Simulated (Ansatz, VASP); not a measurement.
**BaTe in VASP and in Ansatz**

POSCAR

```
BaTe
1.0
    4.8978484621      0.0000000000      0.0000000000
   -2.4489242311      4.2416611921      0.0000000000
    0.0000000000      0.0000000000      8.5899203555
Ba Te
2 2
Direct
    0.0000000000      0.0000000000      0.0000000000
    0.0000000000      0.0000000000      0.5000000000
    0.3333333333      0.6666666667      0.7500000000
    0.6666666667      0.3333333333      0.2500000000
```

The input INCAR.step1:

```
SYSTEM = BaTe
ALGO = Normal
EDIFF = 1E-4
ENCUT = 520
GGA = PE
ISMEAR = 0
LASPH = .True.
LCHARG = .False.
LREAL = .False.
LWAVE = .True.
NBANDS = 24
NELM = 100
PREC = Accurate
SIGMA = 0.02
```

INCAR.step2

```
SYSTEM = BaTe
ALGO = Normal
EDIFF = 1E-7
ENCUT = 520
ISIF = 2
ISMEAR = 0
ISTART = 1
LASPH = .True.
LCHARG = .False.
LMIXTAU = .True.
LREAL = .False.
LWAVE = .False.
METAGGA = R2SCAN
NBANDS = 24
NELM = 100
PREC = Accurate
SIGMA = 0.02
```

The input KPOINTS:

```
k-points
0
Gamma
  6 6 4
  0 0 0
```

Input for Ansatz:

```yaml
crystal:
  lattice:
    - [4.8978484621, 0.0, 0.0]
    - [-2.4489242311, 4.2416611921, 0.0]
    - [0.0, 0.0, 8.5899203555]
  atoms:
    - { symbol: Ba, position: [0.0, 0.0, 0.0] }
    - { symbol: Ba, position: [0.0, 0.0, 0.5] }
    - { symbol: Te, position: [0.3333333333, 0.6666666667, 0.75] }
    - { symbol: Te, position: [0.6666666667, 0.3333333333, 0.25] }
basis:
  ecutwfc: 500
kpoints:
  mp_grid: { grid: [6, 6, 4] }
  band_path:
    path:
      - [[0.0, 0.0, 0.0], [0.5, 0.0, 0.0], [0.33333333, 0.33333333, 0.0], [0.0, 0.0, 0.0], [0.0, 0.0, 0.5], [0.5, 0.0, 0.5], [0.33333333, 0.33333333, 0.5], [0.0, 0.0, 0.5]]
      - [[0.5, 0.0, 0.5], [0.5, 0.0, 0.0]]
      - [[0.33333333, 0.33333333, 0.5], [0.33333333, 0.33333333, 0.0]]
    npoints: 14
hamiltonian:
  xc: r2scan
scf:
  occupations: { method: gaussian, width: 0.02 }
  n_extra_bands: 10
output:
  forces: true
  stress: true
  eigenvalues: true
  populations: true
  dos: { projected: true, de: 0.02, nscf_kmesh: { grid: [9, 9, 6] } }
  bader: true
  write_density: true
  write_potential: true
  elf: true
  volumetric_format: npy
```

Alike in both runs: task single point; functional r2SCAN; k mesh 6 × 6 × 4; occupations gaussian, width 0.02 eV; no spin polarisation.

|  | VASP | Ansatz |
| --- | --- | --- |
| version | VASP 6.6.1 | Ansatz 0.2.0 |
| potentials or method | VASP PAW PBE potentials, release 64 (Ba_sv, Te), cutoff 520 eV | scalar-relativistic, plane waves, PAW |
| valence electrons in the cell | 32 | 52 |

Ansatz gave:

* gap on the k mesh at the Fermi level (eV): 2.12
* least direct gap on the mesh (eV): 2.18
* pressure (GPa): -0.1

**Question.** Which values does VASP return?

**Answer.** gap on the k mesh at the Fermi level (eV): 2.05; least direct gap on the mesh (eV): 2.10; pressure (GPa): 0.3.

VASP's potentials were made for PBE, not for r2SCAN. VASP's potentials hold 32 valence electrons a cell and Ansatz's 52, so a difference there can come from the potentials and not from the codes.

Spin-orbit coupling is off throughout.
